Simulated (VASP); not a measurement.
Bi2Te3: single point with PBEsol

Bi2Te3:

```
Bi Te
1.0
     2.20850    1.27508    9.94667
    -2.20850    1.27508    9.94667
     0.00000   -2.55016    9.94667
Bi Te
2 3
Direct
  0.18800 0.18800 0.18800
  0.59800 0.59800 0.59800
  0.38900 0.38900 0.38900
  0.80000 0.80000 0.80000
  0.00000 0.00000 0.00000
```

```json
{"Program": "VASP 6.6.1", "Task": "single point", "Functional": "PBEsol", "Potentials or basis": "VASP PAW PBE potentials, release 64 (Bi_d, Te)", "Cutoff": "500 eV", "k mesh": "6 × 6 × 6", "Occupations": "fermi-dirac, width 0.05 eV", "Spin": "no spin polarisation"}
```

The pressure is -0.8 GPa, the largest force is 1.206 eV/Å and the band gap on the k mesh is zero (bands 24 and 25 overlap by 0.12 eV).

Forces on the atoms (eV/Å):
```
Bi   0.000  0.000  0.802
Bi   0.000  0.000  0.488
Te   0.000  0.000  0.687
Te   0.000  0.000 -0.771
Te   0.000  0.000 -1.206
```

Stress tensor (GPa, compression positive):
```
-0.44  0.00  0.00
 0.00 -0.44  0.00
 0.00  0.00 -1.50
```

Levels at points of the mesh, in eV from the Fermi level:
```
           k point  band 22  band 23  band 24  band 25  band 26  band 27
(0.00, 0.00, 0.00)    -0.46    -0.41    -0.41    -0.06     0.32     0.32
(0.50, 0.00, 0.00)    -2.18    -0.26    -0.23    -0.12     0.49     2.54
(0.50, 0.50, 0.00)    -1.81    -1.04    -0.46     0.38     1.13     1.79
(0.50, 0.50, 0.50)    -0.86    -0.66    -0.66     0.44     0.90     0.90
```

Wall time 15 min on 1 thread of Intel(R) Xeon(R) Platinum 8559C (Emerald Rapids), on a shared host, peak memory 0.95 GiB.

Caveat: the PAW data sets were made with another functional, which shifts forces and pressure a little; spin-orbit coupling is left out, which moves the levels of the heavy elements.
